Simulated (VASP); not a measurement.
# MgS (Fm-3m) in VASP: a series of runs

Runs on MgS. Level: PBEsol. Tasks: single point, relaxation of cell and atoms.

All numbers are computed with VASP 6.6.1; they aren't measurements. Logs are shortened: lines on timing, memory, paths and dates and some standing lists are left out, and cuts for length are marked.

## Step 1: The cell of the first run

The structure is cubic, space group Fm-3m (No. 225). The conventional cell has a = 4.676 Å, b = 4.676 Å, c = 4.676 Å, α = 90.00°, β = 90.00°, γ = 90.00°. Mg (site symmetry m-3m) has 6 S at 2.34 Å within 3.1 Å. S (site symmetry m-3m) has 6 Mg at 2.34 Å within 3.1 Å.

## Step 2: Single point, PBEsol

The input, INCAR:

```
SYSTEM = MgS
PREC = Accurate
ENCUT = 600
EDIFF = 1E-6
ISMEAR = 0
SIGMA = 0.02
LREAL = .False.
LASPH = .True.
NELM = 120
ALGO = Normal
ISIF = 2
LWAVE = .False.
LCHARG = .False.
GGA = PS
NBANDS = 11
GGA_COMPAT = .False.
```

The input, KPOINTS:

```
regular mesh
0
Gamma
  7 7 7
  0 0 0
```

The input, POSCAR:

```
MgS
1.0
    0.0000000000      2.3380225249      2.3380225249
    2.3380225249      0.0000000000      2.3380225249
    2.3380225249      2.3380225249      0.0000000000
Mg S
1 1
Direct
    0.0000000000      0.0000000000      0.0000000000
    0.5000000000      0.5000000000      0.5000000000
```

Potentials or basis: VASP PAW PBE potentials, release 64 (Mg, S).

Run with:

```console
$ cat potpaw_PBE.64/Mg/POTCAR potpaw_PBE.64/S/POTCAR > POTCAR
$ mpirun -np 1 vasp_std > vasp.out
```

OUTCAR:

```text
SYSTEM = MgS
   PREC = Accurate
   ENCUT = 600
   EDIFF = 1E-6
   ISMEAR = 0
   LREAL = .False.
   LASPH = .True.
   NELM = 120
   ISIF = 2
   GGA = PS

 ion  position               nearest neighbor table
   1  0.000  0.000  0.000-   2 2.34   2 2.34   2 2.34   2 2.34   2 2.34   2 2.34
   2  0.500  0.500  0.500-   1 2.34   1 2.34   1 2.34   1 2.34   1 2.34   1 2.34

  LATTYP: Found a face centered cubic cell.
 ALAT       =     4.6760450498

  Lattice vectors:

 A1 = (   0.0000000000,   2.3380225249,   2.3380225249)
 A2 = (   2.3380225249,   0.0000000000,   2.3380225249)
 A3 = (   2.3380225249,   2.3380225249,   0.0000000000)

Analysis of symmetry for initial positions (statically):
=====================================================================
 Subroutine PRICEL returns:
 Original cell was already a primitive cell.

 Routine SETGRP: Setting up the symmetry group for a
 face centered cubic supercell.

 Subroutine GETGRP returns: Found 48 space group operations
 (whereof 48 operations were pure point group operations)
 out of a pool of 48 trial point group operations.

The static configuration has the point symmetry O_h .

Analysis of symmetry for dynamics (positions and initial velocities):
=====================================================================
 Subroutine PRICEL returns:
 Original cell was already a primitive cell.

 Routine SETGRP: Setting up the symmetry group for a
 face centered cubic supercell.

 Subroutine GETGRP returns: Found 48 space group operations
 (whereof 48 operations were pure point group operations)
 out of a pool of 48 trial point group operations.

The dynamic configuration has the point symmetry O_h .

 Subroutine INISYM returns: Found 48 space group operations
 (whereof 48 operations are pure point group operations),
 and found     1 'primitive' translations

----------------------------------------------------------------------------------------

                                     Primitive cell

  volume of cell :      25.5609

  direct lattice vectors                    reciprocal lattice vectors
     0.000000000  2.338022525  2.338022525    -0.213855938  0.213855938  0.213855938
     2.338022525  0.000000000  2.338022525     0.213855938 -0.213855938  0.213855938
     2.338022525  2.338022525  0.000000000     0.213855938  0.213855938 -0.213855938

  length of vectors
     3.306463164  3.306463164  3.306463164     0.370409350  0.370409350  0.370409350

  position of ions in fractional coordinates (direct lattice)
     0.000000000  0.000000000  0.000000000
     0.500000000  0.500000000  0.500000000

  ion indices of the primitive-cell ions
   primitive index   ion index
                 1           1
                 2           2

----------------------------------------------------------------------------------------

 KPOINTS: regular mesh

Automatic generation of k-mesh.
 Grid dimensions read from file:
 generate k-points for:    7    7    7

 Generating k-lattice:

  Cartesian coordinates                     Fractional coordinates (reciprocal lattice)
    -0.030550848  0.030550848  0.030550848     0.142857143  0.000000000  0.000000000
     0.030550848 -0.030550848  0.030550848     0.000000000  0.142857143  0.000000000
     0.030550848  0.030550848 -0.030550848     0.000000000  0.000000000  0.142857143

  Length of vectors
     0.052915621  0.052915621  0.052915621

  Shift w.r.t. Gamma in fractional coordinates (k-lattice)
     0.000000000  0.000000000  0.000000000

 Subroutine IBZKPT returns following result:
 ===========================================

 Found     20 irreducible k-points:

 Following reciprocal coordinates:
            Coordinates               Weight
  0.000000  0.000000  0.000000      1.000000
  0.142857  0.000000  0.000000      8.000000
  0.285714  0.000000  0.000000      8.000000
  0.428571  0.000000  0.000000      8.000000
  0.142857  0.142857  0.000000      6.000000
  0.285714  0.142857  0.000000     24.000000
[... 12 lines left out ...]
 -0.428571  0.428571  0.142857     24.000000
 -0.285714  0.428571  0.142857     24.000000
   k-points           NKPTS =     20   k-points in BZ     NKDIM =     20   number of bands    NBANDS=     11
   number of dos      NEDOS =    301   number of ions     NIONS =      2
   total plane-waves  NPLWV =  21952
   dimension x,y,z NGX =    28 NGY =   28 NGZ =   28
   dimension x,y,z NGXF=    56 NGYF=   56 NGZF=   56
   ions per type =               1   1
   NGX,Y,Z   is equivalent  to a cutoff of  14.08, 14.08, 14.08 a.u.
   NGXF,Y,Z  is equivalent  to a cutoff of  28.16, 28.16, 28.16 a.u.
 SYSTEM =  MgS
   PREC   = accura    normal or accurate (medium, high low for compatibility)
   ISTART =      0    job   : 0-new  1-cont  2-samecut
   ICHARG =      2    charge: 1-file 2-atom 10-const
   ISPIN  =      1    spin polarized calculation?
   LNONCOLLINEAR =      F non collinear calculations
   LSORBIT =      F    spin-orbit coupling
[... 35 lines left out ...]
 Gauss-broadening in eV      SIGMA  =   0.02
  energy-cutoff  :      600.00
  volume of cell :       25.56
 maximum number of plane-waves:       877
   NGX = 13   NGY = 13   NGZ = 13

 number of electron       7.9999999 magnetization

 Free energy of the ion-electron system (eV)
  ---------------------------------------------------
  ext. energy  EPLUGINS =         0.00000000
  ---------------------------------------------------
  free energy    TOTEN  =        -8.07821115 eV

  energy without entropy =       -8.07821115  energy(sigma->0) =       -8.07821115

 E-fermi :   7.2376     XC(G=0): -11.2348

 val. band max:        7.1154854546   @ k =   0.0000   0.0000   0.0000
 cond. band min:      10.1443411770   @ k =   0.4286   0.4286   0.0000
 fundamental gap:      3.0288557224
 Fermi energy:         7.2376196724

 k-point     1 :       0.0000    0.0000    0.0000
  band No.  band energies     occupation
      1      -7.8656      2.00000
      2       7.1155      2.00000
      3       7.1155      2.00000
      4       7.1155      2.00000
      5      13.7860      0.00000
      6      14.4988      0.00000
      7      14.4988      0.00000
      8      14.4988      0.00000
      9      17.6020      0.00000
     10      17.6020      0.00000
     11      19.9787      0.00000

 k-point     2 :       0.1429    0.0000    0.0000
  band No.  band energies     occupation
      1      -7.5548      2.00000
      2       5.4409      2.00000
      3       6.8582      2.00000
      4       6.8582      2.00000
      5      13.4867      0.00000
      6      14.9993      0.00000
      7      14.9993      0.00000
      8      15.6001      0.00000
      9      17.1246      0.00000
     10      17.1246      0.00000
     11      21.6497      0.00000

 k-point     3 :       0.2857    0.0000    0.0000
  band No.  band energies     occupation
      1      -6.7034      2.00000
      2       2.6269      2.00000
      3       6.3782      2.00000
      4       6.3782      2.00000
      5      12.4617      0.00000
      6      14.7984      0.00000
      7      14.7984      0.00000
      8      18.3954      0.00000
      9      18.3954      0.00000
     10      18.5643      0.00000
     11      20.9712      0.00000

 k-point     4 :       0.4286    0.0000    0.0000
  band No.  band energies     occupation
      1      -5.7238      2.00000
      2       0.5143      2.00000
      3       6.0584      2.00000
      4       6.0584      2.00000
      5      11.9368      0.00000
      6      14.2368      0.00000
      7      14.2368      0.00000
      8      20.0107      0.00000
      9      21.4985      0.00000
     10      21.4985      0.00000
     11      21.5670      0.00000
[... 183 lines left out ...]
 k-point    18 :      -0.4286    0.2857    0.1429
  band No.  band energies     occupation
      1      -5.2288      2.00000
      2       1.2687      2.00000
      3       3.4488      2.00000
      4       5.0464      2.00000
      5      13.1031      0.00000
      6      13.9496      0.00000
      7      15.9955      0.00000
      8      17.7639      0.00000
      9      20.7653      0.00000
     10      23.2826      0.00000
     11      24.9301      0.00000

 k-point    19 :      -0.4286    0.4286    0.1429
  band No.  band energies     occupation
      1      -4.9610      2.00000
      2       1.4355      2.00000
      3       3.4662      2.00000
      4       4.1745      2.00000
      5      12.1728      0.00000
      6      12.2394      0.00000
      7      17.2359      0.00000
      8      19.4842      0.00000
      9      22.4902      0.00000
     10      24.4299      0.00000
     11      25.7881      0.00000

 k-point    20 :      -0.2857    0.4286    0.1429
  band No.  band energies     occupation
      1      -4.8031      2.00000
      2       1.9250      2.00000
      3       2.1423      2.00000
      4       4.2416      2.00000
      5      12.5998      0.00000
      6      14.9476      0.00000
      7      16.4472      0.00000
      8      16.7896      0.00000
      9      22.5555      0.00000
     10      23.0591      0.00000
     11      26.8611      0.00000

------------------------ aborting loop because EDIFF is reached ----------------------------------------

  FORCE on cell =-STRESS in cart. coord.  units (eV):
  Direction    XX          YY          ZZ          XY          YZ          ZX
  --------------------------------------------------------------------------------------
  -------------------------------------------------------------------------------------
  Total        7.2183243      7.2183243      7.2183243      0.0000000     -0.0000000      0.0000000
  in kB      452.4503230    452.4503230    452.4503230      0.0000000     -0.0000000      0.0000000
  external PRESSURE =     452.4503230 kB  Pullay stress =       0.0000000 kB

 VOLUME and BASIS-vectors are now :
 -----------------------------------------------------------------------------
  energy-cutoff  :      600.00
  volume of cell :       25.56
      direct lattice vectors                 reciprocal lattice vectors
     0.000000000  2.338022525  2.338022525    -0.213855938  0.213855938  0.213855938
     2.338022525  0.000000000  2.338022525     0.213855938 -0.213855938  0.213855938
     2.338022525  2.338022525  0.000000000     0.213855938  0.213855938 -0.213855938

 POSITION                                       TOTAL-FORCE (eV/Angst)
 -----------------------------------------------------------------------------------
      0.00000      0.00000      0.00000        -0.000000      0.000000     -0.000000
      2.33802      2.33802      2.33802         0.000000     -0.000000      0.000000
 -----------------------------------------------------------------------------------
    total drift:                                0.000000      0.000000      0.000000

  FREE ENERGIE OF THE ION-ELECTRON SYSTEM (eV)
  ---------------------------------------------------
  free  energy   TOTEN  =        -8.0782111542 eV

  energy  without entropy=       -8.0782111542  energy(sigma->0) =       -8.07821115
```

It took 9.2 s on 1 thread of AMD EPYC 7R13 (Zen 3), shared host; peak memory 0.13 GiB.

What came out:

| Item | Value |
| --- | --- |
| Free energy | -8.0782 eV |
| Pressure | 45.2 GPa |
| Band gap on the k mesh | 3.03 eV (least direct gap 5.52 eV) |

Caveat: the cell stands under pressure; the PAW data sets were made with another functional, which shifts forces and pressure a little; an odd mesh through Γ misses points on the zone boundary, where band edges can lie.

## Step 3: Single point, PBEsol

This run uses another cell than the first one, of 13.72 Å³/atom.

The input, INCAR:

```
PREC     = Accurate       # precision mode
ENCUT    = 600            # plane-wave cutoff, eV
EDIFF    = 1E-6           # SCF threshold, eV
ISMEAR   = 0              # smearing method
SIGMA    = 0.02           # smearing width, eV
LREAL    = False          # projectors in reciprocal space
LASPH    = True           # aspherical terms in the spheres
NELM     = 120            # most SCF steps
ALGO     = Normal         # electronic algorithm
ISIF     = 2              # what is computed and relaxed
LWAVE    = False          # write WAVECAR
LCHARG   = False          # write CHGCAR
GGA      = PS             # functional
NBANDS   = 11             # bands
GGA_COMPAT= False
```

The input, KPOINTS:

```
regular mesh
0
Gamma
  7 7 7
```

The input, POSCAR:

```
MgS
1.0
    0.0000000000      2.3940766213      2.3940766213
    2.3940766213      0.0000000000      2.3940766213
    2.3940766213      2.3940766213      0.0000000000
Mg S
1 1
Direct
    0.0000000000      0.0000000000      0.0000000000
    0.5000000000      0.5000000000      0.5000000000
```

Potentials or basis: VASP PAW PBE potentials, release 64 (Mg, S).

Run with:

```console
$ cat potpaw_PBE.64/Mg/POTCAR potpaw_PBE.64/S/POTCAR > POTCAR
$ mpirun -np 1 vasp_std > vasp.out
```

Run time: 7.6 s. Hardware: 1 thread of AMD EPYC 7R13 (Zen 3), shared host; peak memory 0.13 GiB.

It converged, with:

```
Free energy            : -8.5162 eV
Pressure               : 30.0 GPa
Band gap on the k mesh : 3.39 eV (least direct gap 5.67 eV)
```

Levels at points of the mesh, in eV from the valence-band top:
| k point | band 1 | band 2 | band 3 | band 4 | band 5 | band 6 | band 7 | band 8 |
| --- | --- | --- | --- | --- | --- | --- | --- | --- |
| (0.00, 0.00, 0.00) | -14.39 | 0.00 | 0.00 | 0.00 | 5.88 | 7.54 | 7.54 | 7.54 |

Caveat: the cell stands under pressure; the PAW data sets were made with another functional, which shifts forces and pressure a little; an odd mesh through Γ misses points on the zone boundary, where band edges can lie.

## Step 4: Single point, PBEsol

This run uses another cell than the first one, of 15.07 Å³/atom.

The input, INCAR:

```
PREC = Accurate
ENCUT = 600
EDIFF = 1E-6
ISMEAR = 0
SIGMA = 0.02
LREAL = False
LASPH = True
NELM = 120
ALGO = Normal
ISIF = 2
LWAVE = False
LCHARG = False
GGA = PS
NBANDS = 11
GGA_COMPAT = False
```

The input, KPOINTS:

```
Automatic mesh
0
Gamma
  7 7 7
```

The input, POSCAR:

```
MgS
1.0
    0.0000000000      2.4701426045      2.4701426045
    2.4701426045      0.0000000000      2.4701426045
    2.4701426045      2.4701426045      0.0000000000
Mg S
1 1
Direct
    0.0000000000      0.0000000000      0.0000000000
    0.5000000000      0.5000000000      0.5000000000
```

Run with:

```console
$ cat potpaw_PBE.64/Mg/POTCAR potpaw_PBE.64/S/POTCAR > POTCAR
$ mpirun -np 1 vasp_std > vasp.out
```

Wall time 8.6 s (1 thread of AMD EPYC 7R13 (Zen 3), shared host); peak memory 0.12 GiB.

Results (log left out):

```
Free energy            : -8.8861 eV
Pressure               : 14.9 GPa
Band gap on the k mesh : 3.24 eV (least direct gap 4.94 eV)
```

Levels at points of the mesh, in eV from the valence-band top:
```tsv
k point	band 2	band 3	band 4	band 5	band 6	band 7
(0.00, 0.00, 0.00)	0.00	0.00	0.00	4.94	7.70	7.70
```

Caveat: the cell stands under pressure; the PAW data sets were made with another functional, which shifts forces and pressure a little; an odd mesh through Γ misses points on the zone boundary, where band edges can lie.

## Step 5: Single point, PBEsol

This run uses another cell than the first one, of 17.39 Å³/atom.

The input, INCAR:

```
SYSTEM = MgS
  ALGO = Normal
  EDIFF = 1E-6
  ENCUT = 600
  GGA = PS
  GGA_COMPAT = .FALSE.
  ISIF = 2
  ISMEAR = 0
  LASPH = .TRUE.
  LCHARG = .TRUE.
  LELF = .TRUE.
  LREAL = .FALSE.
  LVHAR = .TRUE.
  LWAVE = .FALSE.
  NBANDS = 11
  NELM = 120
  PREC = Accurate
  SIGMA = 0.02
```

The input, KPOINTS:

```
k-points
0
G
  7 7 7
  0 0 0
```

The input, POSCAR:

```
MgS
1.0
    0.0000000000      2.5906797674      2.5906797674
    2.5906797674      0.0000000000      2.5906797674
    2.5906797674      2.5906797674      0.0000000000
Mg S
1 1
Direct
    0.0000000000      0.0000000000      0.0000000000
    0.5000000000      0.5000000000      0.5000000000
```

Run with:

```console
$ cat potpaw_PBE.64/Mg/POTCAR potpaw_PBE.64/S/POTCAR > POTCAR
$ mpirun -np 1 vasp_std > vasp.out
```

Run time: 9.8 s. Hardware: 1 thread of AMD EPYC 7R13 (Zen 3), shared host; peak memory 0.14 GiB.

Results (log left out):

- Free energy: -9.0749 eV
- Pressure: -0.2 GPa
- Band gap on the k mesh: 2.94 eV (least direct gap 3.69 eV)

Levels at points of the mesh, in eV from the valence-band top:
```tsv
k point	band 1	band 2	band 3	band 4	band 5	band 6	band 7	band 8	band 9
(0.00, 0.00, 0.00)	-12.76	0.00	0.00	0.00	3.69	7.85	7.85	7.85	10.32
```

Caveat: the PAW data sets were made with another functional, which shifts forces and pressure a little; an odd mesh through Γ misses points on the zone boundary, where band edges can lie.

## Step 6: Relaxation of cell and atoms, PBEsol

This run uses another cell than the first one, of 18.61 Å³/atom.

The input, INCAR:

```
ALGO = Normal
EDIFF = 1E-7
EDIFFG = -0.01
ENCUT = 600
GGA = PS
GGA_COMPAT = F
IBRION = 2
ISIF = 3
ISMEAR = 0
LASPH = T
LCHARG = F
LREAL = F
LWAVE = F
NELM = 120
NELMIN = 4
NSW = 80
PREC = Accurate
SIGMA = 0.02
```

The input, KPOINTS:

```
k-points
0
Gamma
  7 7 7
```

The input, POSCAR:

```
MgS
1.0
    0.0000000000      2.6500000000      2.6500000000
    2.6500000000      0.0000000000      2.6500000000
    2.6500000000      2.6500000000      0.0000000000
Mg S
1 1
Direct
    0.0000000000      0.0000000000      0.0000000000
    0.5000000000      0.5000000000      0.5000000000
```

Potentials or basis: VASP PAW PBE potentials, release 64 (Mg, S).

Run with:

```console
$ cat potpaw_PBE.64/Mg/POTCAR potpaw_PBE.64/S/POTCAR > POTCAR
$ mpirun -np 1 vasp_std > vasp.out
```

Run time: 24 s. Hardware: 1 thread of AMD EPYC 7R13 (Zen 3), shared host; peak memory 0.14 GiB.

It converged, with:

```
Free energy                           : -9.0750 eV
Relaxed volume                        : 17.36 Å³/atom
Relaxed cell                          : a = 3.662 Å, b = 3.662 Å, c = 3.662 Å, α = 60.00°, β = 60.00°, γ = 60.00°
Space group after relaxing (to 0.1 Å) : Fm-3m (No. 225)
Energy gained by relaxing             : 19.8 meV/atom
Ionic steps                           : 3
Pressure after relaxing               : 0.0 GPa
Band gap on the k mesh                : 2.95 eV (least direct gap 3.71 eV)
```

The path:
| step | energy change (eV) | largest force (eV/Å) | pressure (GPa) | volume (Å³) |
| --- | --- | --- | --- | --- |
| 1 | 0.0000 | 0.0000 | -4.77 | 37.22 |
| 2 | -0.0384 | 0.0000 | 0.94 | 34.31 |
| 3 | -0.0395 | 0.0000 | 0.01 | 34.71 |

Final structure:
```yaml
crystal:
  lattice:
    - [0.00000, 2.58911, 2.58911]
    - [2.58911, 0.00000, 2.58911]
    - [2.58911, 2.58911, 0.00000]
  atoms:
    - { symbol: Mg, position: [0.00000, 0.00000, 0.00000] }
    - { symbol: S, position: [0.50000, 0.50000, 0.50000] }
```

Levels at points of the mesh, in eV from the valence-band top:
```
           k point  band 1  band 2  band 3  band 4  band 5  band 6  band 7  band 8
(0.00, 0.00, 0.00)  -12.77    0.00    0.00    0.00    3.71    7.84    7.84    7.84
```

Caveat: the PAW data sets were made with another functional, which shifts forces and pressure a little; an odd mesh through Γ misses points on the zone boundary, where band edges can lie.

## Step 7: Overview

| task | cell | gap on the mesh (eV) | pressure (GPa) |
| --- | --- | --- | --- |
| single point | a = 3.306 Å, angles 60.0°, 2 atoms | 3.03 | 45.2 |
| single point | a = 3.386 Å, angles 60.0°, 2 atoms | 3.39 | 30.0 |
| single point | a = 3.493 Å, angles 60.0°, 2 atoms | 3.24 | 14.9 |
| single point | a = 3.664 Å, angles 60.0°, 2 atoms | 2.94 | -0.2 |
| relaxation of cell and atoms | relaxed from a = 3.748 Å, angles 60.0°, 2 atoms | 2.95 | 0.0 |

Alike in all rows: level PBEsol; potentials or basis VASP PAW PBE potentials, release 64 (Mg, S); no spin polarisation; k mesh 7 × 7 × 7; cutoff (eV) 600; smearing gaussian 0.02 eV.

Caveats: the PAW data sets were made with another functional, which shifts forces and pressure a little; an odd mesh through Γ misses points on the zone boundary, where band edges can lie; the cell stands under pressure (at least some runs).

Total energies depend on the potentials used, so only differences within one code and one set of settings carry meaning.
